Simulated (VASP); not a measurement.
# CdF2 (P1) in VASP: further runs, part 2 of 2

VASP 6.6.1. The steps go on from the part before.

## 3. Single point, PBEsol

INCAR

```
ALGO     = Normal         # electronic algorithm
EDIFF    = 1E-6           # SCF threshold, eV
ENCUT    = 520            # plane-wave cutoff, eV
GGA      = PS             # functional
ISIF     = 2              # what is computed and relaxed
ISMEAR   = -1             # smearing method
LASPH    = T              # aspherical terms in the spheres
LCHARG   = F              # write CHGCAR
LREAL    = Auto         
LWAVE    = F              # write WAVECAR
NBANDS   = 122            # bands
NELM     = 60             # most SCF steps
PREC     = Accurate       # precision mode
SIGMA    = 0.19           # smearing width, eV
```

KPOINTS

```
k-points
0
Gamma
  2 2 2
```

POSCAR

```
CdF2
1.0
    0.0000000000      5.3883553621      5.3883553621
    5.3883553621      0.0000000000      5.3883553621
    5.3883553621      5.3883553621      0.0000000000
Cd F
8 16
Direct
   -0.0071309328     -0.0147911551     -0.0250347260
    0.0179088040     -0.0225705233      0.4771325993
   -0.0286264527      0.5287048289      0.0338365768
   -0.0089594128      0.5042183222      0.5404631477
    0.4916584601      0.0142237278     -0.0062092230
    0.4837359129      0.0035250088      0.4848696540
    0.5379699937      0.5027631472     -0.0346459147
    0.5150651383      0.4805570208      0.5274553753
    0.1160814308      0.0774327178      0.1283749778
    0.3876613289      0.4135035368      0.3736010090
    0.0981666881      0.1506689788      0.6154124547
    0.4258574919      0.3676464091      0.8866301829
    0.1452002415      0.5884631371      0.1686895980
    0.3392618670      0.9157678305      0.3571461737
    0.1547826645      0.5486965505      0.7012030102
    0.3821535258      0.8696148797      0.8498786164
    0.6112210088      0.1109292093      0.1464198159
    0.8512900861      0.4306236957      0.3631717599
    0.6028468395      0.1237151144      0.6408090721
    0.8927050420      0.3584190110      0.8825429431
    0.6509158666      0.6239566202      0.0729771839
    0.8728768212      0.8594838664      0.4044548575
    0.6087594042      0.6594810032      0.5838699916
    0.8506247625      0.9215348963      0.8374366939
```

Potentials or basis: VASP PAW PBE potentials, release 64 (Cd, F).

Command:

```sh
cat potpaw_PBE.64/Cd/POTCAR potpaw_PBE.64/F/POTCAR > POTCAR
mpirun -np 1 vasp_std > vasp.out
```

OUTCAR:

```text
EDIFF = 1E-6
   ENCUT = 520
   GGA = PS
   ISIF = 2
   ISMEAR = -1
   LASPH = T
   LREAL = Auto
   NELM = 60
   PREC = Accurate

 ion  position               nearest neighbor table
   1  0.993  0.985  0.975-  24 2.16  11 2.26   9 2.31  20 2.35  17 2.40  16 2.43  13 2.53  22 2.69
                             3 3.36   5 3.65   4 3.67   7 3.72   2 3.73   6 3.74
   2  0.018  0.977  0.477-  14 2.02  22 2.11   9 2.18  24 2.28  11 2.46  19 2.59  15 2.73  18 2.83
                             4 3.49   5 3.66   6 3.68   1 3.73
   3  0.971  0.529  0.034-  18 2.05  21 2.07  15 2.16  13 2.33  24 2.49  20 2.52  12 2.83   9 2.84
                             1 3.36   8 3.63   5 3.69   7 3.70   4 3.78
[... 1204 lines left out ...]
  in kB       57.4459109     68.7148674     80.8900638     13.8879694     14.4068921     -9.0093356
  external PRESSURE =      69.0169474 kB  Pullay stress =       0.0000000 kB

 VOLUME and BASIS-vectors are now :
 -----------------------------------------------------------------------------
  energy-cutoff  :      520.00
  volume of cell :      312.90
      direct lattice vectors                 reciprocal lattice vectors
     0.000000000  5.388355362  5.388355362    -0.092792692  0.092792692  0.092792692
     5.388355362  0.000000000  5.388355362     0.092792692 -0.092792692  0.092792692
     5.388355362  5.388355362  0.000000000     0.092792692  0.092792692 -0.092792692

 POSITION                                       TOTAL-FORCE (eV/Angst)
 -----------------------------------------------------------------------------------
     10.56211     10.60339     10.65859         0.763466      1.410693      0.631906
      7.83770      2.66746      5.36324         1.901766     -0.536426     -0.924943
      3.03117      5.41643      8.08296        -1.626869      0.567155      1.300324
      5.62912      8.25229      8.05699        -1.161451     -0.393405      0.999790
      5.43154      8.00413      2.72587        -0.257471     -0.506829     -1.012158
      2.63164      5.21919      2.62554         1.881783      0.430766      0.683421
[... 16 lines left out ...]
      6.69962      6.42631      6.83373         0.284232      1.033976      0.093917
      9.47796      9.09588      9.54903        -0.560304      0.948259     -0.208105
 -----------------------------------------------------------------------------------
    total drift:                                0.004837      0.009070      0.008458

  FREE ENERGIE OF THE ION-ELECTRON SYSTEM (eV)
  ---------------------------------------------------
  free  energy   TOTEN  =       -89.0582281973 eV

  energy  without entropy=      -89.0525988806  energy(sigma->0) =      -89.05541354
```

OSZICAR:

```text
N       E                     dE             d eps       ncg     rms          rms(c)
DAV:   1     0.204822779647E+04    0.20482E+04   -0.11810E+05  1952   0.175E+03
DAV:   2     0.639248290991E+02   -0.19843E+04   -0.18977E+04  2112   0.472E+02
DAV:   3    -0.990010536633E+02   -0.16293E+03   -0.16133E+03  2142   0.145E+02
DAV:   4    -0.101368394646E+03   -0.23673E+01   -0.23619E+01  2096   0.190E+01
DAV:   5    -0.101385781425E+03   -0.17387E-01   -0.17379E-01  2096   0.150E+00    0.310E+01
DAV:   6    -0.889641103726E+02    0.12422E+02   -0.41324E+01  2748   0.508E+01    0.230E+01
DAV:   7    -0.892891825100E+02   -0.32507E+00   -0.79444E+00  2016   0.117E+01    0.141E+01
DAV:   8    -0.892267889465E+02    0.62394E-01   -0.23965E+00  2052   0.627E+00    0.292E+00
DAV:   9    -0.890489895932E+02    0.17780E+00   -0.61444E-01  2816   0.447E+00    0.430E-01
DAV:  10    -0.890566578138E+02   -0.76682E-02   -0.84322E-02  1992   0.115E+00    0.480E-01
DAV:  11    -0.890572312658E+02   -0.57345E-03   -0.11867E-03  2152   0.188E-01    0.209E-01
DAV:  12    -0.890582129788E+02   -0.98171E-03   -0.23711E-03  1976   0.265E-01    0.868E-02
DAV:  13    -0.890581988913E+02    0.14088E-04   -0.24767E-04  2144   0.988E-02    0.305E-02
DAV:  14    -0.890582199080E+02   -0.21017E-04   -0.90105E-05  2020   0.423E-02    0.159E-02
DAV:  15    -0.890582238595E+02   -0.39515E-05   -0.68569E-06  2048   0.153E-02    0.124E-02
DAV:  16    -0.890582277357E+02   -0.38762E-05   -0.72865E-06  1884   0.115E-02    0.295E-03
DAV:  17    -0.890582281973E+02   -0.46166E-06   -0.12799E-06  1256   0.684E-03
   1 F= -.89058228E+02 E0= -.89055414E+02  d E =-.562932E-02
```

Wall time 8.2 min (1 thread of Intel Xeon Platinum 8488C (Sapphire Rapids), shared host); peak memory 0.58 GiB.

What came out:

* Free energy: -89.0582 eV
* Pressure: 6.9 GPa
* Largest force: 2.182 eV/Å
* Band gap on the k mesh: 2.27 eV

Forces on the atoms (eV/Å):
```
Cd   0.763  1.411  0.632
Cd   1.902 -0.536 -0.925
Cd  -1.627  0.567  1.300
Cd  -1.161 -0.393  1.000
Cd  -0.257 -0.507 -1.012
Cd   1.882  0.431  0.683
Cd   1.589  0.341 -0.388
Cd  -0.571 -1.338 -1.103
F   -0.060 -0.522  0.820
F   -0.364  0.062 -0.405
F   -0.629  0.112  0.119
F   -0.406 -0.803 -1.004
F   -0.080 -1.275  0.416
F   -1.165  1.248  0.540
F    0.519 -0.749  0.582
F    0.284 -0.338 -0.382
F   -0.666  0.377  0.907
F   -0.363  1.155 -0.733
F   -0.601 -0.370  0.298
F   -0.037  0.080 -0.744
F    1.581 -0.575  0.079
F   -0.256 -0.358 -0.565
F    0.284  1.034  0.094
F   -0.560  0.948 -0.208
```

Levels at points of the mesh, in eV from the valence-band top:
```csv
k point,band 100,band 101,band 102,band 103,band 104,band 105,band 106,band 107,band 108,band 109
"(0.00, 0.00, 0.00)",-0.52,-0.48,-0.34,-0.31,0.00,2.27,5.99,6.27,6.42,6.51
"(0.50, 0.00, 0.00)",-0.60,-0.50,-0.40,-0.37,-0.14,3.86,4.38,6.06,6.37,6.54
"(0.00, 0.50, 0.00)",-0.59,-0.53,-0.45,-0.39,-0.01,3.85,4.21,5.96,6.56,6.67
"(0.00, 0.00, 0.50)",-0.61,-0.59,-0.41,-0.37,-0.16,4.03,4.28,6.11,6.30,6.50
"(0.50, 0.50, 0.50)",-0.57,-0.53,-0.46,-0.31,-0.19,4.03,4.31,5.94,6.32,6.69
"(0.50, 0.50, 0.00)",-0.55,-0.50,-0.44,-0.40,-0.12,4.28,4.51,5.77,5.84,5.98
"(0.00, 0.50, 0.50)",-0.55,-0.53,-0.43,-0.37,-0.08,4.32,4.48,5.80,5.95,6.00
"(0.50, 0.00, 0.50)",-0.56,-0.49,-0.39,-0.22,-0.19,4.29,4.51,5.82,5.88,6.01
```

Caveat: the k points lie up to 0.50 Å⁻¹ apart; the atoms stand as in a frame of molecular dynamics; the PAW data sets were made with another functional, which shifts forces and pressure a little.
